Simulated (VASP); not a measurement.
A run of VASP 6.6.1 is set up as follows.

The input INCAR:

```
SYSTEM = Mg2CdTe3
PREC = Accurate ; ENCUT = 600
EDIFF = 1E-6 ; ISMEAR = 0
SIGMA = 0.1 ; LREAL = .False.
LASPH = .True. ; NELM = 100
ALGO = Normal ; ISIF = 3
LWAVE = .False. ; LCHARG = .False.
GGA = PE ; IBRION = 2
NSW = 80 ; EDIFFG = -0.025
```

KPOINTS

```
regular mesh
0
Gamma
  4 2 2
  0 0 0
```

Contents of POSCAR:

```
Mg2CdTe3
1.0
    4.4979479967     -0.0450456216      0.0711569047
   -0.0780213052      8.0717224014      0.0019212089
    0.1737953655      0.0027091628     11.1705629612
Mg Cd Te
4 2 6
Direct
   -0.0218852636     -0.0030892151      0.9817387920
    0.4903378765      0.5148358676      0.9849418730
   -0.0213692696      0.2974668348      0.6654588565
    0.4744144983      0.8308763685      0.6731425695
    0.5142597271      0.1488973965      0.3420965110
    0.0458797969      0.6876950506      0.3352489135
    0.4989031335      0.1756644941      0.0831319684
    0.0488910104      0.6718309516      0.0937227280
   -0.0161513583      0.3260946764      0.4106597546
    0.4626621098      0.8601681377      0.4210866382
    0.0081927999      0.0023335213      0.7429196991
    0.5158649391      0.4872259160      0.7658516962
```

Potentials or basis: VASP PAW PBE potentials, release 64 (Mg, Cd, Te).

The run is started by

```bash
$ cat potpaw_PBE.64/Mg/POTCAR potpaw_PBE.64/Cd/POTCAR potpaw_PBE.64/Te/POTCAR > POTCAR
$ mpirun -np 1 vasp_std > vasp.out
```

Estimate the band gap on the k mesh.

1.44 eV.

Estimate the relaxed cell.

a = 4.647 Å, b = 8.013 Å, c = 11.308 Å, α = 90.17°, β = 89.97°, γ = 90.01°.

What does it give for the space group after relaxing (to 0.1 Å)?

P3m1 (No. 156).

Final structure:
```yaml
crystal:
  lattice:
    - [4.64729, -0.00026, 0.00202]
    - [-0.00059, 8.01318, -0.01119]
    - [0.00105, -0.01685, 11.30789]
  atoms:
    - { symbol: Mg, position: [0.00068, 0.00226, 0.99959] }
    - { symbol: Mg, position: [0.50145, 0.50172, 0.99896] }
    - { symbol: Mg, position: [0.99876, 0.32928, 0.67066] }
    - { symbol: Mg, position: [0.49690, 0.82995, 0.66858] }
    - { symbol: Cd, position: [0.50000, 0.16920, 0.33250] }
    - { symbol: Cd, position: [0.00221, 0.66843, 0.33125] }
    - { symbol: Te, position: [0.50066, 0.16839, 0.07897] }
    - { symbol: Te, position: [0.00137, 0.66818, 0.07831] }
    - { symbol: Te, position: [0.00026, 0.33523, 0.42139] }
    - { symbol: Te, position: [0.50196, 0.83503, 0.41963] }
    - { symbol: Te, position: [0.99758, 0.99575, 0.75030] }
    - { symbol: Te, position: [0.49815, 0.49659, 0.74986] }
```

Caveat: spin-orbit coupling is left out, which moves the levels of the heavy elements.
